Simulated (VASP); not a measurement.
# Sc3Al (P6_3/mmc) in VASP: further runs, part 2 of 2

VASP 6.6.1. Earlier steps stand in the parts before.

## 3. Single point, PBEsol

INCAR reads:

```
SYSTEM = Sc3Al
ALGO = Fast ; EDIFF = 1E-6
ENCUT = 520 ; GGA = PS
ISIF = 2 ; ISMEAR = 0
LASPH = .TRUE. ; LCHARG = .FALSE.
LREAL = .FALSE. ; LWAVE = .FALSE.
NBANDS = 46 ; NELM = 100
PREC = Accurate ; SIGMA = 0.1
```

KPOINTS reads:

```
k-points
0
G
  6 6 8
  0 0 0
```

POSCAR reads:

```
Sc3Al
1.0
    6.3120115522      0.0000000000      0.0000000000
   -3.1560057761      5.4663623532      0.0000000000
    0.0000000000      0.0000000000      5.0797029800
Sc Al
6 2
Direct
    0.8283884980      0.1716115020      0.7500000000
    0.3432230040      0.1716115020      0.7500000000
    0.8283884980      0.6567769960      0.7500000000
    0.1716115020      0.8283884980      0.2500000000
    0.6567769960      0.8283884980      0.2500000000
    0.1716115020      0.3432230040      0.2500000000
    0.6666666667      0.3333333333      0.2500000000
    0.3333333333      0.6666666667      0.7500000000
```

Potentials or basis: VASP PAW PBE potentials, release 64 (Sc_sv, Al).

The run is started by

```sh
$ cat potpaw_PBE.64/Sc_sv/POTCAR potpaw_PBE.64/Al/POTCAR > POTCAR
$ mpirun -np 1 vasp_std > vasp.out
```

OUTCAR:

```text
SYSTEM = Sc3Al
   EDIFF = 1E-6
   ENCUT = 520
   GGA = PS
   ISIF = 2
   ISMEAR = 0
   LASPH = .TRUE.
   LREAL = .FALSE.
   NELM = 100
   PREC = Accurate

 ion  position               nearest neighbor table
   1  0.828  0.172  0.750-   2 3.06   3 3.06   7 3.09   7 3.09   8 3.16   8 3.16   6 3.16   6 3.16
                             5 3.16   5 3.16   2 3.25   3 3.25
   2  0.343  0.172  0.750-   1 3.06   3 3.06   7 3.09   7 3.09   8 3.16   8 3.16   6 3.16   6 3.16
                             4 3.16   4 3.16   1 3.25   3 3.25
   3  0.828  0.657  0.750-   1 3.06   2 3.06   7 3.09   7 3.09   8 3.16   8 3.16   4 3.16   4 3.16
                             5 3.16   5 3.16   1 3.25   2 3.25
[... 1403 lines left out ...]
  in kB      -25.2774563    -25.2774563    -31.6800044      0.0000000     -0.0000000      0.0000000
  external PRESSURE =     -27.4116390 kB  Pullay stress =       0.0000000 kB

 VOLUME and BASIS-vectors are now :
 -----------------------------------------------------------------------------
  energy-cutoff  :      520.00
  volume of cell :      175.27
      direct lattice vectors                 reciprocal lattice vectors
     6.312011552  0.000000000  0.000000000     0.158428100  0.091468506  0.000000000
    -3.156005776  5.466362353  0.000000000     0.000000000  0.182937013  0.000000000
     0.000000000  0.000000000  5.079702980     0.000000000  0.000000000  0.196861904

 POSITION                                       TOTAL-FORCE (eV/Angst)
 -----------------------------------------------------------------------------------
      4.68719      0.93809      3.80978         0.001489     -0.000860      0.000000
      1.62482      0.93809      3.80978        -0.001489     -0.000860      0.000000
      3.15601      3.59018      3.80978         0.000000      0.001720     -0.000000
     -1.53119      4.52827      1.26993        -0.001489      0.000860      0.000000
      1.53119      4.52827      1.26993         0.001489      0.000860     -0.000000
     -0.00000      1.87618      1.26993         0.000000     -0.001720      0.000000
      3.15601      1.82212      1.26993         0.000000      0.000000      0.000000
     -0.00000      3.64424      3.80978         0.000000      0.000000      0.000000
 -----------------------------------------------------------------------------------
    total drift:                               -0.000000      0.000000      0.000000

  FREE ENERGIE OF THE ION-ELECTRON SYSTEM (eV)
  ---------------------------------------------------
  free  energy   TOTEN  =       -49.9789319420 eV

  energy  without entropy=      -49.9135864107  energy(sigma->0) =      -49.94625918
```

OSZICAR:

```text
N       E                     dE             d eps       ncg     rms          rms(c)
DAV:   1     0.149241841154E+04    0.14924E+04   -0.31239E+04  3260   0.161E+03
DAV:   2     0.869264160640E+02   -0.14055E+04   -0.13886E+04  4740   0.745E+02
DAV:   3    -0.483742476228E+02   -0.13530E+03   -0.13160E+03  5268   0.314E+02
[... 15 lines left out ...]
RMM:  19    -0.499789271505E+02   -0.56441E-05   -0.51142E-05  3232   0.119E-02    0.601E-03
RMM:  20    -0.499789299489E+02   -0.27984E-05   -0.35500E-05  2990   0.111E-02    0.475E-03
RMM:  21    -0.499789307822E+02   -0.83333E-06   -0.15161E-05  2935   0.107E-02    0.465E-03
RMM:  22    -0.499789315995E+02   -0.81729E-06   -0.12676E-05  2968   0.840E-03    0.372E-03
RMM:  23    -0.499789319420E+02   -0.34249E-06   -0.48063E-06  2765   0.867E-03
   1 F= -.49978932E+02 E0= -.49946259E+02  d E =-.653455E-01
```

Wall time 3.5 min (1 thread of Intel Xeon 6975P-C (Granite Rapids), shared host); peak memory 0.42 GiB.

What came out:

- Free energy: -49.9789 eV
- Pressure: -2.7 GPa
- Band gap on the k mesh: zero (bands 36 and 37 overlap by 0.62 eV)

Levels at points of the mesh, in eV from the Fermi level:
| k point | band 35 | band 36 | band 37 | band 38 | band 39 | band 40 |
| --- | --- | --- | --- | --- | --- | --- |
| (0.00, 0.00, 0.00) | -0.48 | -0.24 | -0.23 | -0.23 | -0.23 | 0.15 |
| (0.50, 0.00, 0.00) | -0.40 | -0.12 | -0.07 | 0.16 | 0.21 | 1.00 |
| (0.00, 0.00, 0.50) | -0.43 | -0.43 | -0.31 | -0.31 | 0.41 | 0.41 |
| (0.50, 0.00, 0.50) | 0.29 | 0.29 | 0.47 | 0.47 | 0.56 | 0.56 |

Caveat: the PAW data sets were made with another functional, which shifts forces and pressure a little.

## 4. Single point, PBEsol (22.22 Å³/atom)

This run uses another cell than the first one, of 22.22 Å³/atom.

INCAR reads:

```
PREC = Accurate
ENCUT = 520
EDIFF = 1E-7
ISMEAR = 0
SIGMA = 0.1
LREAL = F
LASPH = T
NELM = 100
ALGO = Fast
ISIF = 2
LWAVE = F
LCHARG = F
GGA = PS
NBANDS = 46
```

KPOINTS reads:

```
regular mesh
0
Gamma
  6 6 8
```

POSCAR reads:

```
Sc3Al
1.0
    6.3583815195      0.0000000000      0.0000000000
   -3.1791907597      5.5065199228      0.0000000000
    0.0000000000      0.0000000000      5.0766846144
Sc Al
6 2
Direct
    0.8283405380      0.1716594620      0.7500000000
    0.3433189241      0.1716594620      0.7500000000
    0.8283405380      0.6566810759      0.7500000000
    0.1716594620      0.8283405380      0.2500000000
    0.6566810759      0.8283405380      0.2500000000
    0.1716594620      0.3433189241      0.2500000000
    0.6666666667      0.3333333333      0.2500000000
    0.3333333333      0.6666666667      0.7500000000
```

The run is started by

```sh
$ cat potpaw_PBE.64/Sc_sv/POTCAR potpaw_PBE.64/Al/POTCAR > POTCAR
$ mpirun -np 1 vasp_std > vasp.out
```

Wall time 4.4 min (1 thread of Intel Xeon 6975P-C (Granite Rapids), shared host); peak memory 0.42 GiB.

Results (log left out):

```
Free energy            : -49.9330 eV
Pressure               : -3.6 GPa
Largest force          : 0.007 eV/Å
Band gap on the k mesh : zero (bands 36 and 37 overlap by 0.62 eV)
```

Forces in eV/Å, atoms in the order of the input:
```
Sc  -0.006  0.004  0.000
Sc   0.006  0.004  0.000
Sc   0.000 -0.007  0.000
Sc   0.006 -0.004  0.000
Sc  -0.006 -0.004  0.000
Sc   0.000  0.007  0.000
Al   0.000  0.000  0.000
Al   0.000  0.000  0.000
```

Levels at points of the mesh, in eV from the Fermi level:
| k point | band 33 | band 34 | band 35 | band 36 | band 37 | band 38 | band 39 | band 40 | band 41 | band 42 |
| --- | --- | --- | --- | --- | --- | --- | --- | --- | --- | --- |
| (0.00, 0.00, 0.00) | -1.37 | -0.48 | -0.48 | -0.23 | -0.21 | -0.21 | -0.20 | 0.12 | 1.19 | 1.19 |
| (0.50, 0.00, 0.00) | -0.93 | -0.39 | -0.39 | -0.12 | -0.06 | 0.14 | 0.20 | 0.99 | 1.01 | 1.10 |
| (0.00, 0.00, 0.50) | -0.44 | -0.44 | -0.44 | -0.44 | -0.33 | -0.33 | 0.44 | 0.44 | 0.88 | 0.88 |
| (0.50, 0.00, 0.50) | -0.85 | -0.85 | 0.30 | 0.30 | 0.46 | 0.46 | 0.55 | 0.55 | 0.67 | 0.67 |

Caveat: the cell stands under tension; the PAW data sets were made with another functional, which shifts forces and pressure a little.

## 5. Relaxation of shape and atoms at fixed volume, PBEsol (20.33 Å³/atom)

This run uses another cell than the first one, of 20.33 Å³/atom.

INCAR reads:

```
SYSTEM = Sc3Al
PREC = Accurate ; ENCUT = 600
EDIFF = 1E-6 ; ISMEAR = 0
SIGMA = 0.1 ; LREAL = .FALSE.
LASPH = .TRUE. ; NELM = 60
ALGO = Fast ; ISIF = 4
LWAVE = .FALSE. ; LCHARG = .FALSE.
GGA = PS ; IBRION = 2
NSW = 50 ; EDIFFG = -0.01
```

KPOINTS reads:

```
Automatic mesh
0
G
  6 6 8
  0 0 0
```

POSCAR reads:

```
Sc3Al
1.0
    6.1737216787      0.0000000000      0.0000000000
   -3.0868608393      5.3465998096      0.0000000000
    0.0000000000      0.0000000000      4.9277098211
Sc Al
6 2
Direct
    0.8281198148      0.1718801852      0.7500000000
    0.3437603704      0.1718801852      0.7500000000
    0.8281198148      0.6562396296      0.7500000000
    0.1718801852      0.8281198148      0.2500000000
    0.6562396296      0.8281198148      0.2500000000
    0.1718801852      0.3437603704      0.2500000000
    0.6666666667      0.3333333333      0.2500000000
    0.3333333333      0.6666666667      0.7500000000
```

The run is started by

```sh
$ cat potpaw_PBE.64/Sc_sv/POTCAR potpaw_PBE.64/Al/POTCAR > POTCAR
$ mpirun -np 1 vasp_std > vasp.out
```

It took 17 min on 1 thread of Intel Xeon 8259CL, shared host; peak memory 0.47 GiB.

The run converged. Its results:

- Free energy: -50.0083 eV
- Energy gained by relaxing: 0.0 meV/atom
- Ionic steps: 2
- Pressure after relaxing: 2.3 GPa
- Largest force after relaxing: 0.004 eV/Å
- Band gap on the k mesh: zero (bands 36 and 37 overlap by 0.68 eV)

Forces in eV/Å, atoms in the order of the input:
```
Sc  -0.004  0.002  0.000
Sc   0.004  0.002  0.000
Sc   0.000 -0.004  0.000
Sc   0.004 -0.002  0.000
Sc  -0.004 -0.002  0.000
Sc   0.000  0.004  0.000
Al   0.000  0.000  0.000
Al   0.000  0.000  0.000
```

Stress tensor (GPa, compression positive):
```
2.35 0.00 0.00
0.00 2.35 0.00
0.00 0.00 2.27
```

Final structure:
```cif
data_structure
_symmetry_space_group_name_H-M 'P 1'
_symmetry_Int_Tables_number 1
_cell_length_a 6.1756
_cell_length_b 6.1756
_cell_length_c 4.9247
_cell_angle_alpha 90.000
_cell_angle_beta 90.000
_cell_angle_gamma 120.000
_cell_volume 162.66
loop_
_atom_site_label
_atom_site_type_symbol
_atom_site_fract_x
_atom_site_fract_y
_atom_site_fract_z
_atom_site_occupancy
Sc1 Sc 0.82809 0.17191 0.75000 1
Sc2 Sc 0.34381 0.17191 0.75000 1
Sc3 Sc 0.82809 0.65619 0.75000 1
Sc4 Sc 0.17191 0.82809 0.25000 1
Sc5 Sc 0.65619 0.82809 0.25000 1
Sc6 Sc 0.17191 0.34381 0.25000 1
Al1 Al 0.66667 0.33333 0.25000 1
Al2 Al 0.33333 0.66667 0.75000 1
```

Levels at points of the mesh, in eV from the Fermi level:
```
           k point  band 34  band 35  band 36  band 37  band 38  band 39  band 40  band 41
(0.00, 0.00, 0.00)    -0.58    -0.58    -0.27    -0.27    -0.26    -0.08     0.24     1.31
(0.50, 0.00, 0.00)    -0.39    -0.39    -0.13    -0.12     0.17     0.21     1.06     1.09
(0.00, 0.00, 0.50)    -0.39    -0.39    -0.39    -0.26    -0.26     0.44     0.44     0.97
(0.50, 0.00, 0.50)    -0.94     0.29     0.29     0.50     0.50     0.59     0.59     0.74
```

Caveat: the PAW data sets were made with another functional, which shifts forces and pressure a little.

## 6. Summary

| task | cell | cutoff (eV) | gap on the mesh (eV) | pressure (GPa) |
| --- | --- | --- | --- | --- |
| single point | a = 6.312, b = 6.312, c = 5.080 Å, angles 90.0, 90.0, 120.0°, 8 atoms | 520 | none | -2.7 |
| single point | a = 6.358, b = 6.358, c = 5.077 Å, angles 90.0, 90.0, 120.0°, 8 atoms | 520 | none | -3.6 |
| relaxation of shape and atoms at fixed volume | relaxed from a = 6.174, b = 6.174, c = 4.928 Å, angles 90.0, 90.0, 120.0°, 8 atoms | 600 | none | 2.3 |

Some of these runs hold the atoms at other places in the same cell, which the table doesn't show; runs alike in all that it shows share one row.

Alike in all rows: level PBEsol; potentials or basis VASP PAW PBE potentials, release 64 (Sc_sv, Al); no spin polarisation; k mesh 6 × 6 × 8; smearing gaussian 0.1 eV.

Caveats: the PAW data sets were made with another functional, which shifts forces and pressure a little; the cell stands under tension (at least some runs).

Total energies depend on the potentials used, so only differences within one code and one set of settings carry meaning.
